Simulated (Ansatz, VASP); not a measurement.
# One calculation of ZnSe, two programs

File INCAR:

```
SYSTEM = ZnSe
PREC = Accurate
ENCUT = 520
EDIFF = 1E-6
ISMEAR = 0
SIGMA = 0.012
LREAL = .FALSE.
LASPH = .TRUE.
NELM = 60
ALGO = Normal
ISIF = 2
LWAVE = .FALSE.
LCHARG = .TRUE.
GGA = PE
LELF = .TRUE.
LVHAR = .TRUE.
NBANDS = 16
```

File KPOINTS:

```
regular mesh
0
G
  8 8 8
  0 0 0
```

POSCAR

```
ZnSe
1.0
    0.0000000000      2.8338000000      2.8338000000
    2.8338000000      0.0000000000      2.8338000000
    2.8338000000      2.8338000000      0.0000000000
Se Zn
1 1
Direct
    0.7500000000      0.7500000000      0.7500000000
    0.0000000000      0.0000000000      0.0000000000
```

Contents of input.yaml:

```yaml
crystal:
  lattice:
    - [0.0, 2.8338, 2.8338]
    - [2.8338, 0.0, 2.8338]
    - [2.8338, 2.8338, 0.0]
  atoms:
    - { symbol: Se, position: [0.75, 0.75, 0.75] }
    - { symbol: Zn, position: [0.0, 0.0, 0.0] }
hamiltonian:
  xc: pbe
  pseudopotentials: { kind: paw }
kpoints:
  mp_grid: { grid: [8, 8, 8] }
scf:
  occupations: { method: gaussian, width: 0.012 }
output:
  forces: true
  stress: true
  eigenvalues: true
  write_density: true
  write_potential: true
  elf: true
  volumetric_format: npy
```

Alike in both runs: task single point; functional PBE; k mesh 8 × 8 × 8; occupations gaussian, width 0.012 eV; no spin polarisation.

|  | VASP | Ansatz |
| --- | --- | --- |
| version | VASP 6.6.1 | Ansatz 0.2.0 |
| potentials or method | VASP PAW PBE potentials, release 64 (Se, Zn) | Ansatz PAW |
| plane-wave cutoff (eV) | 520 | 420 |
| valence electrons in the cell | 18 | 28 |

Ansatz gave:

* gap on the k mesh at the Fermi level (eV): 1.29
* least direct gap on the mesh (eV): 1.29
* pressure (GPa): 2.1

Estimate VASP's values.

gap on the k mesh at the Fermi level (eV): 1.29; least direct gap on the mesh (eV): 1.29; pressure (GPa): 2.3.

VASP's potentials hold 18 valence electrons a cell and Ansatz's 28, so a difference there can come from the potentials and not from the codes.
